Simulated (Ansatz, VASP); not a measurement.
HC6: VASP beside Ansatz

Contents of INCAR:

```
SYSTEM = HC6
PREC = Accurate
ENCUT = 520
EDIFF = 1E-6
ISMEAR = 0
SIGMA = 0.1
LREAL = .False.
LASPH = .True.
NELM = 80
ALGO = Normal
ISIF = 2
LWAVE = .False.
LCHARG = .False.
LDIPOL = .True.
IDIPOL = 3
DIPOL = 0.5 0.5 0.305
GGA = CA
NBANDS = 38
```

The input KPOINTS:

```
Automatic mesh
0
Gamma
  6 3 1
  0 0 0
```

File POSCAR:

```
HC6
1.0
    4.8895256614      0.0000000000      0.0000000000
   -1.2223814153      8.7849592876      0.0000000000
    0.0000000000      0.0000000000     22.7474729025
C H
12 2
Direct
    0.0193612757      0.0774451030      0.1758437088
    0.5193612758      0.0774451030      0.1758437088
    0.2742015947      0.0968063788      0.2059542860
    0.7742015947      0.0968063788      0.2059542860
    0.2838822326      0.1355289303      0.2661754406
    0.7838822326      0.1355289303      0.2661754406
    0.0386279421      0.1545151615      0.2955067254
    0.5386279421      0.1545151615      0.2955067254
    0.0488684834      0.1954807970      0.3583587359
    0.5488684834      0.1954807970      0.3583587359
    0.3031723044      0.2126952264      0.3845470194
    0.8031723044      0.2126952264      0.3845470194
    0.0488684834      0.0912483108      0.4465319267
    0.0488684834      0.2997132832      0.4465319267
```

Input for Ansatz:

```yaml
crystal:
  lattice:
    - [4.8895256614, 0.0, 0.0]
    - [-1.2223814153, 8.7849592876, 0.0]
    - [0.0, 0.0, 22.7474729025]
  atoms:
    - { symbol: C, position: [0.0193612757, 0.077445103, 0.1758437088] }
    - { symbol: C, position: [0.5193612758, 0.077445103, 0.1758437088] }
    - { symbol: C, position: [0.2742015947, 0.0968063788, 0.205954286] }
    - { symbol: C, position: [0.7742015947, 0.0968063788, 0.205954286] }
    - { symbol: C, position: [0.2838822326, 0.1355289303, 0.2661754406] }
    - { symbol: C, position: [0.7838822326, 0.1355289303, 0.2661754406] }
    - { symbol: C, position: [0.0386279421, 0.1545151615, 0.2955067254] }
    - { symbol: C, position: [0.5386279421, 0.1545151615, 0.2955067254] }
    - { symbol: C, position: [0.0488684834, 0.195480797, 0.3583587359] }
    - { symbol: C, position: [0.5488684834, 0.195480797, 0.3583587359] }
    - { symbol: C, position: [0.3031723044, 0.2126952264, 0.3845470194] }
    - { symbol: C, position: [0.8031723044, 0.2126952264, 0.3845470194] }
    - { symbol: H, position: [0.0488684834, 0.0912483108, 0.4465319267] }
    - { symbol: H, position: [0.0488684834, 0.2997132832, 0.4465319267] }
basis:
  ecutwfc: 420
kpoints:
  mp_grid: { grid: [6, 3, 1] }
hamiltonian:
  xc: lda
scf:
  occupations: { method: gaussian, width: 0.1 }
output:
  forces: true
  eigenvalues: true
efield:
  axis: 3
  dipole_correction: true
  ramp_width: 0.04
```

Alike in both runs: task single point; functional LDA; k mesh 6 × 3 × 1; occupations gaussian, width 0.1 eV; no spin polarisation.

|  | VASP | Ansatz |
| --- | --- | --- |
| version | VASP 6.6.1 | Ansatz 0.2.0 |
| potentials or method | VASP PAW LDA potentials, release 64 (C, H), cutoff 520 eV | scalar-relativistic, plane waves, PAW |
| valence electrons in the cell | 50 | 50 |

VASP gave:

```
gap on the k mesh at the Fermi level (eV) : none
rms of the force components (eV/Å)        : 1.310
```

Problem. What did Ansatz give for the same quantities?

Solution. gap on the k mesh at the Fermi level (eV): none; rms of the force components (eV/Å): 1.315.

LDA's correlation is that of Perdew and Zunger in VASP and of Perdew and Wang (1992) in Ansatz. Atom by atom the forces differ by 0.022 eV/Å (rms over components). A gap of «none» marks a metal or a gap that the smearing closes.
